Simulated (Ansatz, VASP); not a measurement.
**W: VASP beside Ansatz**

```xyz
2
Lattice="0.0000 -1.9863 -1.9863 0.0000 1.9863 -1.9863 3.9725 0.0000 0.0000" Properties=species:S:1:pos:R:3 pbc="T T T"
W     1.9183   -0.0404   -1.9863
W     0.0680    0.0404    0.0000
```

Change from the starting cell: mode 4 frozen in at -0.040 Å and mode 6 at -0.068 Å (largest displacements).

Alike in both runs: task single point; functional LDA; k mesh 16 × 16 × 12; occupations gaussian, width 0.15 eV; no spin polarisation.

```csv
,VASP,Ansatz
version,VASP 6.6.1,Ansatz 0.2.0
potentials or method,"VASP PAW LDA potentials, release 64 (W_sv), cutoff 520 eV","scalar-relativistic, plane waves, PAW"
valence electrons in the cell,28,28
```

|  | VASP | Ansatz | Ansatz less VASP |
| --- | --- | --- | --- |
| gap on the k mesh at the Fermi level (eV) | none | none | - |
| pressure (GPa) | 4.9 | 2.9 | -1.92 |
| traceless stress, the component that is largest in VASP (GPa) | -5.61 | -5.60 | +0.006 |
| rms of the force components (eV/Å) | 1.186 | 1.159 | -0.0269 |

LDA's correlation is that of Perdew and Zunger in VASP and of Perdew and Wang (1992) in Ansatz. Atom by atom the forces differ by 0.027 eV/Å (rms over components). A gap of «none» marks a metal or a gap that the smearing closes.

Neither program's run includes spin-orbit coupling.
